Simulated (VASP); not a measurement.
# Nb (Im-3m) in VASP: notebook

Nb is run at these levels: LDA; tasks: single point.

Everything below comes from runs of VASP 6.6.1. Logs are shortened: lines on timing, memory, paths and dates and some standing lists are left out, and cuts for length are marked.

### 1 The cell of the first run

Symmetry: Im-3m, No. 229, cubic system. The conventional cell has a = 3.328 Å, b = 3.328 Å, c = 3.328 Å, α = 90.00°, β = 90.00°, γ = 90.00°. Within 3.8 Å of Nb (site symmetry m-3m) lie 14 Nb at 2.88 to 3.33 Å.

### 2 Single point, LDA

INCAR reads:

```
SYSTEM = Nb
PREC = Accurate
ENCUT = 500
EDIFF = 1E-6
ISMEAR = -1
SIGMA = 0.05
LREAL = .FALSE.
LASPH = .TRUE.
NELM = 120
ALGO = Normal
ISIF = 2
LWAVE = .FALSE.
LCHARG = .FALSE.
NBANDS = 12
GGA_COMPAT = .FALSE.
```

KPOINTS reads:

```
Automatic mesh
0
G
  11 11 11
  0 0 0
```

POSCAR reads:

```
Nb
1.0
   -1.6639500000      1.6639500000      1.6639500000
    1.6639500000     -1.6639500000      1.6639500000
    1.6639500000      1.6639500000     -1.6639500000
Nb
1
Direct
    0.0000000000      0.0000000000      0.0000000000
```

Potentials or basis: VASP PAW LDA potentials, release 64 (Nb_sv).

The run is started by

```console
cat potpaw_LDA.64/Nb_sv/POTCAR > POTCAR
mpirun -np 1 vasp_std > vasp.out
```

OUTCAR:

```text
SYSTEM = Nb
   PREC = Accurate
   ENCUT = 500
   EDIFF = 1E-6
   ISMEAR = -1
   LREAL = .FALSE.
   LASPH = .TRUE.
   NELM = 120
   ISIF = 2

 ion  position               nearest neighbor table
   1  0.000  0.000  0.000-

  LATTYP: Found a body centered cubic cell.
 ALAT       =     3.3279000000

  Lattice vectors:

 A1 = (  -1.6639500000,   1.6639500000,   1.6639500000)
 A2 = (   1.6639500000,  -1.6639500000,   1.6639500000)
 A3 = (   1.6639500000,   1.6639500000,  -1.6639500000)

Analysis of symmetry for initial positions (statically):
=====================================================================
 Subroutine PRICEL returns:
 Original cell was already a primitive cell.

 Routine SETGRP: Setting up the symmetry group for a
 body centered cubic supercell.

 Subroutine GETGRP returns: Found 48 space group operations
 (whereof 48 operations were pure point group operations)
 out of a pool of 48 trial point group operations.

The static configuration has the point symmetry O_h .

Analysis of symmetry for dynamics (positions and initial velocities):
=====================================================================
 Subroutine PRICEL returns:
 Original cell was already a primitive cell.

 Routine SETGRP: Setting up the symmetry group for a
 body centered cubic supercell.

 Subroutine GETGRP returns: Found 48 space group operations
 (whereof 48 operations were pure point group operations)
 out of a pool of 48 trial point group operations.

The dynamic configuration has the point symmetry O_h .

 Subroutine INISYM returns: Found 48 space group operations
 (whereof 48 operations are pure point group operations),
 and found     1 'primitive' translations

----------------------------------------------------------------------------------------

                                     Primitive cell

  volume of cell :      18.4281

  direct lattice vectors                    reciprocal lattice vectors
    -1.663950000  1.663950000  1.663950000     0.000000000  0.300489798  0.300489798
     1.663950000 -1.663950000  1.663950000     0.300489798  0.000000000  0.300489798
     1.663950000  1.663950000 -1.663950000     0.300489798  0.300489798  0.000000000

  length of vectors
     2.882045941  2.882045941  2.882045941     0.424956748  0.424956748  0.424956748

  position of ions in fractional coordinates (direct lattice)
     0.000000000  0.000000000  0.000000000

  ion indices of the primitive-cell ions
   primitive index   ion index
                 1           1

----------------------------------------------------------------------------------------

 KPOINTS: Automatic mesh

Automatic generation of k-mesh.
 Grid dimensions read from file:
 generate k-points for:   11   11   11

 Generating k-lattice:

  Cartesian coordinates                     Fractional coordinates (reciprocal lattice)
     0.000000000  0.027317254  0.027317254     0.090909091  0.000000000  0.000000000
     0.027317254  0.000000000  0.027317254     0.000000000  0.090909091  0.000000000
     0.027317254  0.027317254  0.000000000     0.000000000  0.000000000  0.090909091

  Length of vectors
     0.038632432  0.038632432  0.038632432

  Shift w.r.t. Gamma in fractional coordinates (k-lattice)
     0.000000000  0.000000000  0.000000000

 Subroutine IBZKPT returns following result:
 ===========================================

 Found     56 irreducible k-points:

 Following reciprocal coordinates:
            Coordinates               Weight
  0.000000  0.000000  0.000000      1.000000
  0.090909  0.000000  0.000000     12.000000
  0.181818  0.000000  0.000000     12.000000
  0.272727  0.000000  0.000000     12.000000
  0.363636  0.000000  0.000000     12.000000
  0.454545  0.000000  0.000000     12.000000
[... 16 lines left out ...]
  0.272727  0.181818  0.090909     48.000000
  0.363636  0.181818  0.090909     24.000000
 [... further k-points ...]
   k-points           NKPTS =     56   k-points in BZ     NKDIM =     56   number of bands    NBANDS=     12
   number of dos      NEDOS =    301   number of ions     NIONS =      1
   total plane-waves  NPLWV =  13824
   dimension x,y,z NGX =    24 NGY =   24 NGZ =   24
   dimension x,y,z NGXF=    48 NGYF=   48 NGZF=   48
   ions per type =               1
   NGX,Y,Z   is equivalent  to a cutoff of  13.84, 13.84, 13.84 a.u.
   NGXF,Y,Z  is equivalent  to a cutoff of  27.69, 27.69, 27.69 a.u.
 SYSTEM =  Nb
   PREC   = accura    normal or accurate (medium, high low for compatibility)
   ISTART =      0    job   : 0-new  1-cont  2-samecut
   ICHARG =      2    charge: 1-file 2-atom 10-const
   ISPIN  =      1    spin polarized calculation?
   LNONCOLLINEAR =      F non collinear calculations
   LSORBIT =      F    spin-orbit coupling
   LASPH  =      T    aspherical Exc in radial PAW
   ENCUT  =  500.0 eV  36.75 Ry    6.06 a.u.   5.25  5.25  5.25*2*pi/ulx,y,z
   NELM   =    120;   NELMIN=  2; NELMDL= -5     # of ELM steps
   EDIFF  = 0.1E-05   stopping-criterion for ELM
   LREAL  =      F    real-space projection
   EDIFFG = 0.1E-04   stopping-criterion for IOM
   NSW    =      0    number of steps for IOM
   IBRION =     -1    ionic relax: 0-MD 1-quasi-New 2-CG
   NFREE  =      0    steps in history (QN), initial steepest desc. (CG)
   ISIF   =      2    stress and relaxation
   ISYM   =      2    0-nonsym 1-usesym 2-fastsym
   POTIM  = 0.5000    time-step for ionic-motion
   TEBEG  =    0.0;   TEEND  =   0.0 temperature during run
   PSTRESS=    0.0 pullay stress
   NELECT =      13.0000    total number of electrons
   NUPDOWN=      -1.0000    fix difference up-down
   EMIN   =  10.00;   EMAX   =-10.00  energy-range for DOS
   EFERMI =   0.00;   METHOD = LEGACY
   ISMEAR =    -1;   SIGMA  =   0.05  broadening in eV -4-tet -1-fermi 0-gaus
   EFERMI_NEDOS =   21; number of points for ismear=-14 and -15
   IALGO  =     38    algorithm
   IMIX   =      4    mixing-type and parameters
     AMIX     =   0.40;   BMIX     =  1.00
     AMIX_MAG =   1.60;   BMIX_MAG =  1.00
  volume/ion in A,a.u.               =      18.43       124.36
  Fermi-wavevector in a.u.,A,eV,Ry     =   1.457345  2.753983 28.896790  2.123854
  Thomas-Fermi vector in A             =   2.574157
   LORBIT       =      0    0 simple, 1 ext, 2 COOP (PROOUT), +10 PAW based schemes
   GGA     = CA    functional components
   LHFCALC =     F    Hartree Fock is set to
   AEXX    =    0.0000 exact exchange contribution
   IVDW    =     0    specifies the selected vdW correction
   LEPSILON=     F    determine dielectric tensor
   LRPA    =     F    only Hartree local field effects (RPA)
 non-spin polarized calculation
  energy-cutoff  :      500.00
  volume of cell :       18.43
 maximum number of plane-waves:       478
 NGX is ok and might be reduce to    24
   NGX = 11   NGY = 11   NGZ = 11

 number of electron      12.9999999 magnetization

 Free energy of the ion-electron system (eV)
  ---------------------------------------------------
  ext. energy  EPLUGINS =         0.00000000
  ---------------------------------------------------
  free energy    TOTEN  =       -11.20276799 eV

  energy without entropy =      -11.18758268  energy(sigma->0) =      -11.19517534

 E-fermi :  10.6259     XC(G=0): -12.5995

 val. band max:       10.6056642957   @ k =  -0.1818   0.1818   0.0909
 cond. band min:      10.6648103686   @ k =   0.0909   0.0909   0.0000
 fundamental gap:      0.0591460729
 Fermi energy:        10.6259286252

 k-point     1 :       0.0000    0.0000    0.0000
  band No.  band energies     occupation
      1     -43.4331      2.00000
      2     -18.9299      2.00000
      3     -18.9299      2.00000
      4     -18.9299      2.00000
      5       4.7902      2.00000
      6      11.0113      0.00090
      7      11.0113      0.00090
      8      11.0113      0.00090
      9      13.8360      0.00000
     10      13.8360      0.00000
     11      24.8514      0.00000
     12      24.8514      0.00000

 k-point     2 :       0.0909    0.0000    0.0000
  band No.  band energies     occupation
      1     -43.4153      2.00000
      2     -19.0392      2.00000
      3     -18.9633      2.00000
      4     -18.9308      2.00000
      5       5.1193      2.00000
      6      10.8140      0.04544
      7      10.9578      0.00262
      8      11.3284      0.00000
      9      13.5591      0.00000
     10      13.8396      0.00000
     11      25.1048      0.00000
     12      25.4214      0.00000

 k-point     3 :       0.1818    0.0000    0.0000
  band No.  band energies     occupation
      1     -43.3671      2.00000
      2     -19.3250      2.00000
      3     -19.0518      2.00000
      4     -18.9331      2.00000
      5       5.9806      2.00000
      6      10.3318      1.99444
      7      10.7118      0.30436
      8      12.2471      0.00000
      9      13.2563      0.00000
     10      13.8858      0.00000
     11      25.4023      0.00000
     12      26.6773      0.00000

 k-point     4 :       0.2727    0.0000    0.0000
  band No.  band energies     occupation
      1     -43.3033      2.00000
      2     -19.6853      2.00000
      3     -19.1656      2.00000
      4     -18.9362      2.00000
      5       6.8917      2.00000
      6       9.7796      2.00000
      7      10.6054      1.20238
      8      13.4108      0.00000
      9      13.6607      0.00000
     10      14.0329      0.00000
     11      24.6366      0.00000
     12      26.0031      0.00000

 k-point     5 :       0.3636    0.0000    0.0000
  band No.  band energies     occupation
      1     -43.2440      2.00000
      2     -20.0039      2.00000
      3     -19.2681      2.00000
      4     -18.9392      2.00000
      5       7.1598      2.00000
      6       9.3305      2.00000
      7      11.4406      0.00000
      8      13.7584      0.00000
      9      14.2731      0.00000
     10      15.3260      0.00000
     11      23.2801      0.00000
     12      24.0632      0.00000
[... 228 lines left out ...]
      1     -43.3978      2.00000
      2     -19.0768      2.00000
      3     -18.9972      2.00000
      4     -18.9972      2.00000
      5       5.4387      2.00000
      6      10.9651      0.00226
      7      10.9651      0.00226
      8      11.3096      0.00000
      9      12.9280      0.00000
     10      14.1570      0.00000
     11      25.6966      0.00000
     12      25.9637      0.00000

 k-point    22 :       0.1818    0.1818    0.0909
  band No.  band energies     occupation
      1     -43.2395      2.00000
      2     -19.9213      2.00000
      3     -19.2574      2.00000
      4     -19.1019      2.00000
      5       8.3524      2.00000
      6       9.3553      2.00000
      7       9.5999      2.00000
      8      13.8612      0.00000
      9      14.3314      0.00000
     10      16.8468      0.00000
     11      24.0493      0.00000
     12      24.9843      0.00000

 k-point    23 :       0.2727    0.1818    0.0909
  band No.  band energies     occupation
      1     -43.2046      2.00000
      2     -19.9835      2.00000
      3     -19.4273      2.00000
      4     -19.1338      2.00000
      5       8.4098      2.00000
      6       9.1899      2.00000
      7      10.4212      1.96720
      8      14.0896      0.00000
      9      14.5331      0.00000
     10      18.6388      0.00000
     11      21.8715      0.00000
     12      23.7649      0.00000

 k-point    24 :       0.3636    0.1818    0.0909
  band No.  band energies     occupation
      1     -43.1916      2.00000
      2     -19.9886      2.00000
      3     -19.5117      2.00000
      4     -19.1428      2.00000
      5       8.3229      2.00000
      6       9.1353      2.00000
      7      10.9787      0.00173
      8      14.2067      0.00000
      9      14.5980      0.00000
     10      19.5300      0.00000
     11      20.7914      0.00000
     12      23.2040      0.00000

 [... further k-points ...]

------------------------ aborting loop because EDIFF is reached ----------------------------------------

  FORCE on cell =-STRESS in cart. coord.  units (eV):
  Direction    XX          YY          ZZ          XY          YZ          ZX
  --------------------------------------------------------------------------------------
  -------------------------------------------------------------------------------------
  Total       -1.3494482     -1.3494482     -1.3494482     -0.0000000      0.0000000      0.0000000
  in kB     -117.3237640   -117.3237640   -117.3237640     -0.0000000      0.0000000      0.0000000
  external PRESSURE =    -117.3237640 kB  Pullay stress =       0.0000000 kB

 VOLUME and BASIS-vectors are now :
 -----------------------------------------------------------------------------
  energy-cutoff  :      500.00
  volume of cell :       18.43
      direct lattice vectors                 reciprocal lattice vectors
    -1.663950000  1.663950000  1.663950000     0.000000000  0.300489798  0.300489798
     1.663950000 -1.663950000  1.663950000     0.300489798  0.000000000  0.300489798
     1.663950000  1.663950000 -1.663950000     0.300489798  0.300489798  0.000000000

 POSITION                                       TOTAL-FORCE (eV/Angst)
 -----------------------------------------------------------------------------------
      0.00000      0.00000      0.00000        -0.000000      0.000000      0.000000
 -----------------------------------------------------------------------------------
    total drift:                                0.000000      0.000000     -0.000000

  FREE ENERGIE OF THE ION-ELECTRON SYSTEM (eV)
  ---------------------------------------------------
  free  energy   TOTEN  =       -11.2027679942 eV

  energy  without entropy=      -11.1875826788  energy(sigma->0) =      -11.19517534
```

Wall time 14 s (1 thread of Intel Xeon 8259CL, shared host); peak memory 0.13 GiB.

Results:

```
Free energy : -11.2028 eV
Pressure    : -11.7 GPa
```

Levels at points of the mesh, in eV from the Fermi level:
```tsv
k point	band 4	band 5	band 6	band 7	band 8	band 9
(0.00, 0.00, 0.00)	-29.56	-5.84	0.39	0.39	0.39	3.21
```

### 3 Single point, LDA (volume scaled by 1.02)

INCAR reads:

```
SYSTEM = Nb
ALGO = Normal
EDIFF = 1E-6
ENCUT = 500
GGA = CA
GGA_COMPAT = .FALSE.
ISIF = 2
ISMEAR = -1
LASPH = .TRUE.
LCHARG = .TRUE.
LELF = .TRUE.
LREAL = .FALSE.
LVHAR = .TRUE.
LWAVE = .FALSE.
NBANDS = 12
NELM = 120
PREC = Accurate
SIGMA = 0.05
```

KPOINTS reads:

```
k-points
0
G
  11 11 11
  0 0 0
```

POSCAR reads:

```
Nb
1.0
   -1.6749698576      1.6749698576      1.6749698576
    1.6749698576     -1.6749698576      1.6749698576
    1.6749698576      1.6749698576     -1.6749698576
Nb
1
Direct
    0.0000000000      0.0000000000      0.0000000000
```

Potentials or basis: VASP PAW LDA potentials, release 64 (Nb_sv).

The run is started by

```console
cat potpaw_LDA.64/Nb_sv/POTCAR > POTCAR
mpirun -np 1 vasp_std > vasp.out
```

OUTCAR:

```text
SYSTEM = Nb
   EDIFF = 1E-6
   ENCUT = 500
   GGA = CA
   ISIF = 2
   ISMEAR = -1
   LASPH = .TRUE.
   LREAL = .FALSE.
   NELM = 120
   PREC = Accurate

 ion  position               nearest neighbor table
   1  0.000  0.000  0.000-

  LATTYP: Found a body centered cubic cell.
 ALAT       =     3.3499397152

  Lattice vectors:

 A1 = (  -1.6749698576,   1.6749698576,   1.6749698576)
 A2 = (   1.6749698576,  -1.6749698576,   1.6749698576)
[... 539 lines left out ...]
     12      22.7566      0.00000

 [... further k-points ...]

------------------------ aborting loop because EDIFF is reached ----------------------------------------

  FORCE on cell =-STRESS in cart. coord.  units (eV):
  Direction    XX          YY          ZZ          XY          YZ          ZX
  --------------------------------------------------------------------------------------
  -------------------------------------------------------------------------------------
  Total       -1.7053099     -1.7053099     -1.7053099     -0.0000000      0.0000000      0.0000000
  in kB     -145.3559848   -145.3559848   -145.3559848     -0.0000000      0.0000000      0.0000000
  external PRESSURE =    -145.3559848 kB  Pullay stress =       0.0000000 kB

 VOLUME and BASIS-vectors are now :
 -----------------------------------------------------------------------------
  energy-cutoff  :      500.00
  volume of cell :       18.80
      direct lattice vectors                 reciprocal lattice vectors
    -1.674969858  1.674969858  1.674969858     0.000000000  0.298512835  0.298512835
     1.674969858 -1.674969858  1.674969858     0.298512835  0.000000000  0.298512835
     1.674969858  1.674969858 -1.674969858     0.298512835  0.298512835  0.000000000

 POSITION                                       TOTAL-FORCE (eV/Angst)
 -----------------------------------------------------------------------------------
      0.00000      0.00000      0.00000         0.000000      0.000000      0.000000
 -----------------------------------------------------------------------------------
    total drift:                                0.000000      0.000000      0.000000

  FREE ENERGIE OF THE ION-ELECTRON SYSTEM (eV)
  ---------------------------------------------------
  free  energy   TOTEN  =       -11.1729256971 eV

  energy  without entropy=      -11.1580858689  energy(sigma->0) =      -11.16550578
```

Wall time 16 s (1 thread of Intel Xeon 8259CL, shared host); peak memory 0.13 GiB.

What came out:

```
Free energy : -11.1729 eV
Pressure    : -14.5 GPa
```

(Part 1 of 2 ends here.)
